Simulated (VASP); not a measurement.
# BeTe (F-43m) in VASP: further runs

The runs below take BeTe through single point, relaxation of cell and atoms, with PBE, r2SCAN.

Program: VASP 6.6.1. These are calculated values, not measurements. Logs are shortened: lines on timing, memory, paths and dates and some standing lists are left out, and cuts for length are marked.

### 1 The cell of the first run

The structure is cubic, space group F-43m (No. 216). Conventional cell: a = 5.657 Å, b = 5.657 Å, c = 5.657 Å, α = 90.00°, β = 90.00°, γ = 90.00°. Within 3.2 Å of Be (site symmetry -43m) lie 4 Te at 2.45 Å. Within 3.2 Å of Te (site symmetry -43m) lie 4 Be at 2.45 Å.

### 2 Single point, PBE, non-collinear spin, zero start, spin-orbit coupling

INCAR reads:

```
ALGO     = Normal         # electronic algorithm
EDIFF    = 1E-6           # SCF threshold, eV
ENCUT    = 520            # plane-wave cutoff, eV
GGA      = PE             # functional
GGA_COMPAT= False        
ISIF     = 2              # what is computed and relaxed
ISMEAR   = 0              # smearing method
LASPH    = True           # aspherical terms in the spheres
LCHARG   = True           # write CHGCAR
LNONCOLLINEAR= True           # non-collinear magnetism
LORBIT   = 11             # projections on sites
LORBMOM  = True         
LREAL    = False          # projectors in reciprocal space
LSORBIT  = True           # spin-orbit coupling
LVHAR    = True         
LWAVE    = False          # write WAVECAR
MAGMOM   = 0 0 0 0 0 0    # initial moments
NBANDS   = 20             # bands
NELM     = 150            # most SCF steps
PREC     = Accurate       # precision mode
SIGMA    = 0.01           # smearing width, eV
```

KPOINTS reads:

```
k-points
0
Gamma
  8 8 8
```

POSCAR reads:

```
BeTe
1.0
    0.0000000000      2.8286228811      2.8286228811
    2.8286228811      0.0000000000      2.8286228811
    2.8286228811      2.8286228811      0.0000000000
Be Te
1 1
Direct
    0.0000000000      0.0000000000      0.0000000000
    0.2500000000      0.2500000000      0.2500000000
```

Potentials or basis: VASP PAW PBE potentials, release 64 (Be, Te).

The run is started by

```sh
> cat potpaw_PBE.64/Be/POTCAR potpaw_PBE.64/Te/POTCAR > POTCAR
> mpirun -np 1 vasp_ncl > vasp.out
```

OUTCAR:

```text
EDIFF = 1E-6
   ENCUT = 520
   GGA = PE
   ISIF = 2
   ISMEAR = 0
   LASPH = True
   LNONCOLLINEAR = True
   LORBIT = 11
   LREAL = False
   LSORBIT = True
   NELM = 150
   PREC = Accurate

 ion  position               nearest neighbor table
   1  0.000  0.000  0.000-   2 2.45   2 2.45   2 2.45   2 2.45
   2  0.250  0.250  0.250-   1 2.45   1 2.45   1 2.45   1 2.45

  LATTYP: Found a face centered cubic cell.
 ALAT       =     5.6572457622

  Lattice vectors:

 A1 = (   0.0000000000,   2.8286228811,   2.8286228811)
 A2 = (   2.8286228811,   0.0000000000,   2.8286228811)
 A3 = (   2.8286228811,   2.8286228811,   0.0000000000)

Analysis of symmetry for initial positions (statically):
=====================================================================
 Subroutine PRICEL returns:
 Original cell was already a primitive cell.

 Routine SETGRP: Setting up the symmetry group for a
 face centered cubic supercell.

 Subroutine GETGRP returns: Found 24 space group operations
 (whereof 24 operations were pure point group operations)
 out of a pool of 48 trial point group operations.

The static configuration has the point symmetry T_d .

Analysis of symmetry for dynamics (positions and initial velocities):
=====================================================================
 Subroutine PRICEL returns:
 Original cell was already a primitive cell.

 Routine SETGRP: Setting up the symmetry group for a
 face centered cubic supercell.

 Subroutine GETGRP returns: Found 24 space group operations
 (whereof 24 operations were pure point group operations)
 out of a pool of 48 trial point group operations.

The dynamic configuration has the point symmetry T_d .

Analysis of structural, dynamic, and magnetic symmetry:
=====================================================================
 Subroutine PRICEL returns:
 Original cell was already a primitive cell.

 Routine SETGRP: Setting up the symmetry group for a
 face centered cubic supercell.

 Subroutine GETGRP returns: Found 24 space group operations
 (whereof 24 operations were pure point group operations)
 out of a pool of 48 trial point group operations.

The overall configuration has the point symmetry T_d .

 Subroutine INISYM returns: Found 24 space group operations
 (whereof 24 operations are pure point group operations),
 and found     1 'primitive' translations
[... 731 lines left out ...]
      0.00000      0.00000      0.00000        -0.000000     -0.000000     -0.000000
      1.41431      1.41431      1.41431         0.000000      0.000000      0.000000
 -----------------------------------------------------------------------------------
    total drift:                                0.000000      0.000000      0.000000

  FREE ENERGIE OF THE ION-ELECTRON SYSTEM (eV)
  ---------------------------------------------------
  free  energy   TOTEN  =        -7.7097101714 eV

  energy  without entropy=       -7.7097101714  energy(sigma->0) =       -7.70971017

 orbital moment (x)

 # of ion     p       d       tot
 ----------------------------------------
  1         0.000   0.000   0.000
  2         0.000   0.000   0.000
 ----------------------------------------
            0.000   0.000   0.000

 orbital moment (y)

 # of ion     p       d       tot
 ----------------------------------------
  1        -0.000   0.000  -0.000
  2         0.000   0.000   0.000
 ----------------------------------------
           -0.000   0.000  -0.000

 orbital moment (z)

 # of ion     p       d       tot
 ----------------------------------------
  1         0.000   0.000   0.000
  2         0.000   0.000   0.000
 ----------------------------------------
            0.000   0.000   0.000

 Spin-Orbit-Coupling matrix elements

 Ion:    1  E_soc:     -0.0000090
 l=   1
     0.0000000    -0.0000015    -0.0000015
    -0.0000015     0.0000000    -0.0000015
    -0.0000015    -0.0000015     0.0000000
 l=   2
     0.0000000     0.0000000     0.0000000     0.0000000     0.0000000
     0.0000000     0.0000000     0.0000000     0.0000000     0.0000000
     0.0000000     0.0000000     0.0000000     0.0000000     0.0000000
     0.0000000     0.0000000     0.0000000     0.0000000     0.0000000
     0.0000000     0.0000000     0.0000000     0.0000000     0.0000000
 l=   3
     0.0000000     0.0000000     0.0000000     0.0000000     0.0000000     0.0000000     0.0000000
     0.0000000     0.0000000     0.0000000     0.0000000     0.0000000     0.0000000     0.0000000
     0.0000000     0.0000000     0.0000000     0.0000000     0.0000000     0.0000000     0.0000000
     0.0000000     0.0000000     0.0000000     0.0000000     0.0000000     0.0000000     0.0000000
     0.0000000     0.0000000     0.0000000     0.0000000     0.0000000     0.0000000     0.0000000
     0.0000000     0.0000000     0.0000000     0.0000000     0.0000000     0.0000000     0.0000000
     0.0000000     0.0000000     0.0000000     0.0000000     0.0000000     0.0000000     0.0000000

 Ion:    2  E_soc:     -0.1731615
 l=   1
     0.0000000    -0.0287354    -0.0287354
    -0.0287354     0.0000000    -0.0287354
    -0.0287354    -0.0287354     0.0000000
 l=   2
     0.0000000    -0.0000545     0.0000000    -0.0000545    -0.0000704
    -0.0000545     0.0000000    -0.0000528    -0.0000545    -0.0000176
     0.0000000    -0.0000528     0.0000000    -0.0000528     0.0000000
    -0.0000545    -0.0000545    -0.0000528     0.0000000    -0.0000176
    -0.0000704    -0.0000176     0.0000000    -0.0000176     0.0000000
 l=   3
     0.0000000     0.0000000     0.0000000     0.0000000     0.0000000     0.0000000     0.0000000
     0.0000000     0.0000000     0.0000000     0.0000000     0.0000000     0.0000000     0.0000000
     0.0000000     0.0000000     0.0000000     0.0000000     0.0000000     0.0000000     0.0000000
     0.0000000     0.0000000     0.0000000     0.0000000     0.0000000     0.0000000     0.0000000
     0.0000000     0.0000000     0.0000000     0.0000000     0.0000000     0.0000000     0.0000000
     0.0000000     0.0000000     0.0000000     0.0000000     0.0000000     0.0000000     0.0000000
     0.0000000     0.0000000     0.0000000     0.0000000     0.0000000     0.0000000     0.0000000

 total charge

# of ion       s       p       d       tot
------------------------------------------
    1        0.372   0.559   0.000   0.931
    2        1.332   2.134   0.032   3.498
--------------------------------------------------
tot          1.704   2.693   0.032   4.429

 magnetization (x)

# of ion       s       p       d       tot
------------------------------------------
    1        0.000   0.000   0.000   0.000
    2        0.000  -0.000  -0.000  -0.000
--------------------------------------------------
tot          0.000  -0.000  -0.000  -0.000

 magnetization (y)

# of ion       s       p       d       tot
------------------------------------------
    1        0.000  -0.000   0.000  -0.000
    2        0.000  -0.000  -0.000  -0.000
--------------------------------------------------
tot          0.000  -0.000  -0.000  -0.000

 magnetization (z)

# of ion       s       p       d       tot
------------------------------------------
    1       -0.000   0.000   0.000  -0.000
    2        0.000  -0.000   0.000  -0.000
--------------------------------------------------
tot         -0.000   0.000   0.000  -0.000
```

It took 82 s on 1 thread of Intel Xeon Platinum 8488C (Sapphire Rapids), shared host; peak memory 0.31 GiB.

Results:

```
Free energy                                           : -7.7097 eV
Pressure                                              : 0.4 GPa
Net moment                                            : 0.00 μB per cell
Valence electrons inside the program's atomic spheres : Be 0.93; Te 3.50
```

Moments on the atoms (μB; x, y, z):
```
Be  0.00 0.00 0.00
Te  0.00 0.00 0.00
```

(Part 1 of 2 ends here.)
